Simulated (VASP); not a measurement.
# SiC (P6_3mc) in VASP: a series of runs

Runs on SiC. Level: PBE. Tasks: single point.

Everything below comes from runs of VASP 6.6.1. Logs are shortened: lines on timing, memory, paths and dates and some standing lists are left out, and cuts for length are marked.

## (1) The cell of the first run

The structure is hexagonal, space group P6_3mc (No. 186). Conventional cell: a = 2.967 Å, b = 2.967 Å, c = 5.068 Å, α = 90.00°, β = 90.00°, γ = 120.00°. Within 2.4 Å of Si (site symmetry 3m) lie 4 C at 1.83 to 1.88 Å. Within 2.4 Å of C (site symmetry 3m) lie 4 Si at 1.83 to 1.88 Å.

## (2) Single point, PBE (volume 9.662 Å^3 an atom, c/a of the conventional cell 1.7081)

Input file INCAR:

```
  ALGO = Normal
  EDIFF = 1E-6
  ENCUT = 520
  GGA = PE
  ISIF = 2
  ISMEAR = 0
  LASPH = T
  LCHARG = F
  LREAL = F
  LWAVE = F
  NBANDS = 16
  NELM = 80
  PREC = Accurate
  SIGMA = 0.05
```

Input file KPOINTS:

```
k-points
0
Gamma
  12 12 6
```

Input file POSCAR:

```
SiC
1.0
    2.9672971084      0.0000000000      0.0000000000
   -1.4836485542      2.5697546764      0.0000000000
    0.0000000000      0.0000000000      5.0684401908
Si C
2 2
Direct
    0.3333333333      0.6666666667      0.0072092302
    0.6666666667      0.3333333333      0.5072092302
    0.3333333333      0.6666666667      0.3777907698
    0.6666666667      0.3333333333      0.8777907698
```

Potentials or basis: VASP PAW PBE potentials, release 64 (Si, C).

Run with:

```bash
$ cat potpaw_PBE.64/Si/POTCAR potpaw_PBE.64/C/POTCAR > POTCAR
$ mpirun -np 1 vasp_std > vasp.out
```

OUTCAR:

```text
EDIFF = 1E-6
   ENCUT = 520
   GGA = PE
   ISIF = 2
   ISMEAR = 0
   LASPH = T
   LREAL = F
   NELM = 80
   PREC = Accurate

 ion  position               nearest neighbor table
   1  0.333  0.667  0.007-   4 1.83   4 1.83   4 1.83   3 1.88   2 3.06   2 3.06   2 3.06   2 3.06
                             2 3.06   2 3.06
   2  0.667  0.333  0.507-   3 1.83   3 1.83   3 1.83   4 1.88   1 3.06   1 3.06   1 3.06   1 3.06
                             1 3.06   1 3.06
   3  0.333  0.667  0.378-   2 1.83   2 1.83   2 1.83   1 1.88
   4  0.667  0.333  0.878-   1 1.83   1 1.83   1 1.83   2 1.88

  LATTYP: Found a hexagonal cell.
 ALAT       =     2.9672971084
 C/A-ratio  =     1.7081000000

  Lattice vectors:

 A1 = (   2.9672971084,   0.0000000000,   0.0000000000)
 A2 = (  -1.4836485542,   2.5697546764,   0.0000000000)
 A3 = (   0.0000000000,   0.0000000000,   5.0684401908)

Analysis of symmetry for initial positions (statically):
=====================================================================
 Subroutine PRICEL returns:
 Original cell was already a primitive cell.

 Routine SETGRP: Setting up the symmetry group for a
 hexagonal supercell.

 Subroutine GETGRP returns: Found 12 space group operations
 (whereof  6 operations were pure point group operations)
 out of a pool of 24 trial point group operations.

The static configuration has the point symmetry C_3v.
 The point group associated with its full space group is C_6v.

Analysis of symmetry for dynamics (positions and initial velocities):
=====================================================================
 Subroutine PRICEL returns:
 Original cell was already a primitive cell.

 Routine SETGRP: Setting up the symmetry group for a
 hexagonal supercell.

 Subroutine GETGRP returns: Found 12 space group operations
 (whereof  6 operations were pure point group operations)
 out of a pool of 24 trial point group operations.

The dynamic configuration has the point symmetry C_3v.
 The point group associated with its full space group is C_6v.

 Subroutine INISYM returns: Found 12 space group operations
 (whereof  6 operations are pure point group operations),
 and found     1 'primitive' translations

----------------------------------------------------------------------------------------

                                     Primitive cell

  volume of cell :      38.6480

  direct lattice vectors                    reciprocal lattice vectors
     2.967297108  0.000000000  0.000000000     0.337007035  0.194571102  0.000000000
    -1.483648554  2.569754676  0.000000000     0.000000000  0.389142205  0.000000000
     0.000000000  0.000000000  5.068440191     0.000000000  0.000000000  0.197299359

  length of vectors
     2.967297108  2.967297108  5.068440191     0.389142205  0.389142205  0.197299359

  position of ions in fractional coordinates (direct lattice)
     0.333333333  0.666666667  0.007209230
     0.666666667  0.333333333  0.507209230
     0.333333333  0.666666667  0.377790770
     0.666666667  0.333333333  0.877790770

  ion indices of the primitive-cell ions
   primitive index   ion index
                 1           1
                 2           2
                 3           3
                 4           4

----------------------------------------------------------------------------------------

 KPOINTS: k-points

Automatic generation of k-mesh.
 Grid dimensions read from file:
 generate k-points for:   12   12    6

 Generating k-lattice:

  Cartesian coordinates                     Fractional coordinates (reciprocal lattice)
     0.028083920  0.016214259  0.000000000     0.083333333  0.000000000  0.000000000
     0.000000000  0.032428517  0.000000000     0.000000000  0.083333333  0.000000000
     0.000000000  0.000000000  0.032883226     0.000000000  0.000000000  0.166666667

  Length of vectors
     0.032428517  0.032428517  0.032883226

  Shift w.r.t. Gamma in fractional coordinates (k-lattice)
     0.000000000  0.000000000  0.000000000

 Subroutine IBZKPT returns following result:
 ===========================================

 Found     76 irreducible k-points:

 Following reciprocal coordinates:
            Coordinates               Weight
  0.000000  0.000000  0.000000      1.000000
  0.083333 -0.000000  0.000000      6.000000
  0.166667 -0.000000  0.000000      6.000000
  0.250000  0.000000  0.000000      6.000000
  0.333333 -0.000000  0.000000      6.000000
  0.416667  0.000000  0.000000      6.000000
[... 16 lines left out ...]
  0.250000  0.000000  0.166667     12.000000
  0.333333 -0.000000  0.166667     12.000000
 [... further k-points ...]
   k-points           NKPTS =     76   k-points in BZ     NKDIM =     76   number of bands    NBANDS=     16
   number of dos      NEDOS =    301   number of ions     NIONS =      4
   total plane-waves  NPLWV =  23040
   dimension x,y,z NGX =    24 NGY =   24 NGZ =   40
   dimension x,y,z NGXF=    48 NGYF=   48 NGZF=   80
   ions per type =               2   2
   NGX,Y,Z   is equivalent  to a cutoff of  13.45, 13.45, 13.12 a.u.
   NGXF,Y,Z  is equivalent  to a cutoff of  26.89, 26.89, 26.24 a.u.
 SYSTEM =  unknown system
   PREC   = accura    normal or accurate (medium, high low for compatibility)
   ISTART =      0    job   : 0-new  1-cont  2-samecut
   ICHARG =      2    charge: 1-file 2-atom 10-const
   ISPIN  =      1    spin polarized calculation?
   LNONCOLLINEAR =      F non collinear calculations
   LSORBIT =      F    spin-orbit coupling
   LASPH  =      T    aspherical Exc in radial PAW
   ENCUT  =  520.0 eV  38.22 Ry    6.18 a.u.   5.52  5.52  9.42*2*pi/ulx,y,z
   NELM   =     80;   NELMIN=  2; NELMDL= -5     # of ELM steps
   EDIFF  = 0.1E-05   stopping-criterion for ELM
   LREAL  =      F    real-space projection
   EDIFFG = 0.1E-04   stopping-criterion for IOM
   NSW    =      0    number of steps for IOM
   IBRION =     -1    ionic relax: 0-MD 1-quasi-New 2-CG
   NFREE  =      0    steps in history (QN), initial steepest desc. (CG)
   ISIF   =      2    stress and relaxation
   ISYM   =      2    0-nonsym 1-usesym 2-fastsym
   POTIM  = 0.5000    time-step for ionic-motion
   TEBEG  =    0.0;   TEEND  =   0.0 temperature during run
   PSTRESS=    0.0 pullay stress
   NELECT =      16.0000    total number of electrons
   NUPDOWN=      -1.0000    fix difference up-down
   EMIN   =  10.00;   EMAX   =-10.00  energy-range for DOS
   EFERMI =   0.00;   METHOD = LEGACY
   ISMEAR =     0;   SIGMA  =   0.05  broadening in eV -4-tet -1-fermi 0-gaus
   EFERMI_NEDOS =   21; number of points for ismear=-14 and -15
   IALGO  =     38    algorithm
   IMIX   =      4    mixing-type and parameters
     AMIX     =   0.40;   BMIX     =  1.00
     AMIX_MAG =   1.60;   BMIX_MAG =  1.00
  volume/ion in A,a.u.               =       9.66        65.20
  Fermi-wavevector in a.u.,A,eV,Ry     =   1.220129  2.305710 20.255201  1.488715
  Thomas-Fermi vector in A             =   2.355357
   LORBIT       =      0    0 simple, 1 ext, 2 COOP (PROOUT), +10 PAW based schemes
   GGA     = PE    functional components
   LHFCALC =     F    Hartree Fock is set to
   AEXX    =    0.0000 exact exchange contribution
   IVDW    =     0    specifies the selected vdW correction
   LEPSILON=     F    determine dielectric tensor
   LRPA    =     F    only Hartree local field effects (RPA)
 non-spin polarized calculation
 Gauss-broadening in eV      SIGMA  =   0.05
  energy-cutoff  :      520.00
  volume of cell :       38.65
 maximum number of plane-waves:      1069
 NGX is ok and might be reduce to    24
   NGX = 11   NGY = 11   NGZ = 19

 number of electron      16.0000001 magnetization

 Free energy of the ion-electron system (eV)
  ---------------------------------------------------
  ext. energy  EPLUGINS =         0.00000000
  ---------------------------------------------------
  free energy    TOTEN  =       -29.83124409 eV

  energy without entropy =      -29.83124409  energy(sigma->0) =      -29.83124409

 E-fermi :   9.4227     XC(G=0): -11.6547

 val. band max:        9.1980411564   @ k =   0.0000   0.0000   0.0000
 cond. band min:      10.9708701590   @ k =   0.3333   0.3333   0.0000
 fundamental gap:      1.7728290026
 Fermi energy:         9.4226976223

 k-point     1 :       0.0000    0.0000    0.0000
  band No.  band energies     occupation
      1      -7.0711      2.00000
      2      -3.5416      2.00000
      3      -0.2035      2.00000
      4       8.0268      2.00000
      5       8.0268      2.00000
      6       8.5854      2.00000
[... 8 lines left out ...]
     15      18.6656      0.00000
     16      20.7047      0.00000

 k-point     2 :       0.0833   -0.0000    0.0000
  band No.  band energies     occupation
      1      -6.9399      2.00000
      2      -3.4272      2.00000
      3      -0.0793      2.00000
      4       7.3155      2.00000
      5       7.7954      2.00000
      6       8.5288      2.00000
[... 8 lines left out ...]
     15      18.9642      0.00000
     16      19.8713      0.00000

 k-point     3 :       0.1667   -0.0000    0.0000
  band No.  band energies     occupation
      1      -6.5494      2.00000
      2      -3.0918      2.00000
      3       0.2862      2.00000
      4       5.7299      2.00000
      5       7.2779      2.00000
      6       7.5503      2.00000
[... 8 lines left out ...]
     15      19.2450      0.00000
     16      19.5631      0.00000

 k-point     4 :       0.2500    0.0000    0.0000
  band No.  band energies     occupation
      1      -5.9108      2.00000
      2      -2.5683      2.00000
      3       0.8594      2.00000
      4       3.9425      2.00000
      5       6.0678      2.00000
      6       6.7199      2.00000
[... 8 lines left out ...]
     15      19.6779      0.00000
     16      20.5967      0.00000
[... 324 lines left out ...]
 k-point    22 :       0.1667   -0.0000    0.1667
  band No.  band energies     occupation
      1      -6.4163      2.00000
      2      -3.6061      2.00000
      3       1.0066      2.00000
      4       5.8384      2.00000
      5       7.1218      2.00000
      6       7.3634      2.00000
[... 8 lines left out ...]
     15      19.4669      0.00000
     16      19.7844      0.00000

 k-point    23 :       0.2500    0.0000    0.1667
  band No.  band energies     occupation
      1      -5.7797      2.00000
      2      -3.0489      2.00000
      3       1.4918      2.00000
      4       4.1088      2.00000
      5       5.6960      2.00000
      6       6.8129      2.00000
[... 8 lines left out ...]
     15      20.2358      0.00000
     16      20.5503      0.00000

 k-point    24 :       0.3333   -0.0000    0.1667
  band No.  band energies     occupation
      1      -4.9241      2.00000
      2      -2.3674      2.00000
      3       1.5846      2.00000
      4       3.0529      2.00000
      5       4.1496      2.00000
      6       6.3571      2.00000
[... 8 lines left out ...]
     15      20.8350      0.00000
     16      21.8897      0.00000

 [... further k-points ...]
[... 5 lines left out ...]
  --------------------------------------------------------------------------------------
  -------------------------------------------------------------------------------------
  Total        6.9128328      6.9128328      1.4202045      0.0000000     -0.0000000     -0.0000000
  in kB      286.5758637    286.5758637     58.8754771      0.0000000     -0.0000000     -0.0000000
  external PRESSURE =     210.6757348 kB  Pullay stress =       0.0000000 kB

 VOLUME and BASIS-vectors are now :
 -----------------------------------------------------------------------------
  energy-cutoff  :      520.00
  volume of cell :       38.65
      direct lattice vectors                 reciprocal lattice vectors
     2.967297108  0.000000000  0.000000000     0.337007035  0.194571102  0.000000000
    -1.483648554  2.569754676  0.000000000     0.000000000  0.389142205  0.000000000
     0.000000000  0.000000000  5.068440191     0.000000000  0.000000000  0.197299359

 POSITION                                       TOTAL-FORCE (eV/Angst)
 -----------------------------------------------------------------------------------
     -0.00000      1.71317      0.03654         0.000000      0.000000     -0.001797
      1.48365      0.85658      2.57076         0.000000     -0.000000     -0.001797
     -0.00000      1.71317      1.91481         0.000000     -0.000000      0.001797
      1.48365      0.85658      4.44903        -0.000000     -0.000000      0.001797
 -----------------------------------------------------------------------------------
    total drift:                               -0.000000      0.000000      0.000526

  FREE ENERGIE OF THE ION-ELECTRON SYSTEM (eV)
  ---------------------------------------------------
  free  energy   TOTEN  =       -29.8312440850 eV

  energy  without entropy=      -29.8312440850  energy(sigma->0) =      -29.83124409
```

Run time: 17 s. Hardware: 1 thread of Intel Xeon 6975P-C (Granite Rapids), shared host; peak memory 0.17 GiB.

Results:

- Free energy: -29.8312 eV
- Pressure: 21.1 GPa
- Band gap on the k mesh: 1.77 eV, indirect (least direct gap 4.39 eV)

Stress tensor (GPa, compression positive):
```
28.66  0.00  0.00
 0.00 28.66  0.00
 0.00  0.00  5.89
```

(Continued in part 2 of 2.)
